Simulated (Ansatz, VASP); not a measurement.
InSb in VASP and in Ansatz

The input INCAR:

```
SYSTEM = InSb
ALGO     = Normal         ! electronic algorithm
EDIFF    = 1E-6           ! SCF threshold, eV
ENCUT    = 520            ! plane-wave cutoff, eV
GGA      = PE             ! functional
ISIF     = 2              ! what is computed and relaxed
ISMEAR   = 0              ! smearing method
LASPH    = .True.         ! aspherical terms in the spheres
LCHARG   = .True.         ! write CHGCAR
LELF     = .True.         ! ELF
LREAL    = .False.        ! projectors in reciprocal space
LVHAR    = .True.       
LWAVE    = .False.        ! write WAVECAR
NBANDS   = 16             ! bands
NELM     = 80             ! most SCF steps
PREC     = Accurate       ! precision mode
SIGMA    = 0.15           ! smearing width, eV
```

Contents of KPOINTS:

```
k-points
0
Gamma
  18 18 18
  0 0 0
```

The input POSCAR:

```
InSb
1.0
    0.0000000000      3.1218164425      3.7461797310
    3.1218164425      0.0000000000      3.7461797310
    3.1218164425      3.1218164425      0.0000000000
In Sb
1 1
Direct
    0.0000000000      0.0000000000      0.0000000000
    0.7500000000      0.7500000000      0.7500000000
```

Input for Ansatz:

```yaml
crystal:
  lattice:
    - [0.0, 3.1218164425, 3.746179731]
    - [3.1218164425, 0.0, 3.746179731]
    - [3.1218164425, 3.1218164425, 0.0]
  atoms:
    - { symbol: In, position: [0.0, 0.0, 0.0] }
    - { symbol: Sb, position: [0.75, 0.75, 0.75] }
basis:
  ecutwfc: 420
kpoints:
  mp_grid: { grid: [18, 18, 18] }
hamiltonian:
  xc: pbe
scf:
  occupations: { method: gaussian, width: 0.15 }
output:
  forces: true
  stress: true
  eigenvalues: true
```

Alike in both runs: task single point; functional PBE; k mesh 18 × 18 × 18; occupations gaussian, width 0.15 eV; no spin polarisation.

```csv
,VASP,Ansatz
version,VASP 6.6.1,Ansatz 0.2.0
potentials or method,"VASP PAW PBE potentials, release 64 (In_d, Sb), cutoff 520 eV","scalar-relativistic, plane waves, PAW"
valence electrons in the cell,18,28
```

|  | VASP | Ansatz | Ansatz less VASP |
| --- | --- | --- | --- |
| gap on the k mesh at the Fermi level (eV) | none | none | - |
| pressure (GPa) | -0.2 | -0.2 | +0.03 |
| traceless stress, the component that is largest in VASP (GPa) | -3.99 | -3.99 | 0.000 |

A gap of «none» marks a metal or a gap that the smearing closes. VASP's potentials hold 18 valence electrons a cell and Ansatz's 28, so a difference there can come from the potentials and not from the codes.

Spin-orbit coupling is off throughout.
